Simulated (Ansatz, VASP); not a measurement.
# One calculation of Pt, two programs

File INCAR:

```
  PREC = Accurate
  ENCUT = 500
  EDIFF = 1E-6
  ISMEAR = -1
  SIGMA = 0.05
  LREAL = False
  LASPH = True
  NELM = 120
  ALGO = Normal
  ISIF = 2
  LWAVE = False
  LCHARG = True
  GGA = PE
  LELF = True
  LVHAR = True
  NBANDS = 11
  GGA_COMPAT = False
```

The input KPOINTS:

```
regular mesh
0
Gamma
  6 6 6
```

The input POSCAR:

```
Pt
1.0
    0.0000000000      2.0140000000      2.0140000000
    2.0140000000      0.0000000000      2.0140000000
    2.0140000000      2.0140000000      0.0000000000
Pt
1
Direct
    0.0000000000      0.0000000000      0.0000000000
```

Input for Ansatz:

```yaml
crystal:
  lattice:
    - [0.0, 2.014, 2.014]
    - [2.014, 0.0, 2.014]
    - [2.014, 2.014, 0.0]
  atoms:
    - { symbol: Pt, position: [0.0, 0.0, 0.0] }
hamiltonian:
  xc: pbe
  pseudopotentials: { kind: paw }
basis:
  ecutwfc: 420
kpoints:
  mp_grid: { grid: [6, 6, 6] }
scf:
  occupations: { method: fermi_dirac, width: 0.05 }
  lower_state_search: "off"
  max_iter: 50
output:
  forces: true
  stress: true
```

Alike in both runs: task single point; functional PBE; k mesh 6 × 6 × 6; occupations fermi-dirac, width 0.05 eV; no spin polarisation.

|  | VASP | Ansatz |
| --- | --- | --- |
| version | VASP 6.6.1 | Ansatz 0.2.0 |
| potentials or method | VASP PAW PBE potentials, release 64 (Pt), cutoff 500 eV | PAW, plane waves, scalar-relativistic |
| valence electrons in the cell | 10 | 18 |

```tsv
	VASP	Ansatz	Ansatz less VASP
pressure (GPa)	-12.2	-11.8	+0.37
```

The functional is the same, so the differences come from potentials, cutoffs and numerics. VASP's potentials hold 10 valence electrons a cell and Ansatz's 18, so a difference there can come from the potentials and not from the codes.

The k mesh is coarse, so the values compare programs but aren't converged. Neither program's run includes spin-orbit coupling.
